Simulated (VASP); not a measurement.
Crystal: TaN.

```xyz
2
Lattice="2.9541 0.0000 0.0000 0.0000 2.9541 0.0000 0.0000 0.0000 3.2181" Properties=species:S:1:pos:R:3 pbc="T T T"
Ta    0.0000    0.0000    1.6091
N     1.4770    1.4770    1.6091
```

| Property | Result |
| --- | --- |
| Program | VASP 6.6.1 |
| Task | relaxation of cell and atoms |
| Functional | PBE |
| Potentials or basis | VASP PAW PBE potentials, release 64 (Ta_pv, N) |
| Cutoff | 600 eV |
| k mesh | 6 × 6 × 6 |
| Occupations | gaussian, width 0.1 eV |
| Spin | no spin polarisation |

At the start: pressure -1.0 GPa; volume 14.04 Å³/atom.

Problem. Where does the relaxation end?

Solution. Over 8 steps the energy falls by 30.4 meV/atom and the volume is 13.37 Å³/atom (-4.8 %); space group P4/mmm (No. 123, to 0.05 Å).

The path:
```
step  energy change (eV)  largest force (eV/Å)  pressure (GPa)  volume (Å³)
   1              0.0000                0.0000           -0.96        28.08
   2             -0.0298                0.0000           -9.15        27.70
   3             -0.0398                0.0000           -6.73        27.84
   4             -0.0563                0.0000            2.62        26.30
   5             -0.0606                0.0000           -0.48        26.76
   6             -0.0606                0.0000           -0.35        26.74
   7             -0.0608                0.0000            0.33        26.75
   8             -0.0608                0.0000            0.13        26.75
```

Final structure:
```yaml
crystal:
  lattice:
    - [2.96614, 0.00000, 0.00000]
    - [0.00000, 2.96614, 0.00000]
    - [0.00000, 0.00000, 3.04034]
  atoms:
    - { symbol: Ta, position: [0.00000, 0.00000, 0.50000] }
    - { symbol: N, position: [0.50000, 0.50000, 0.50000] }
```
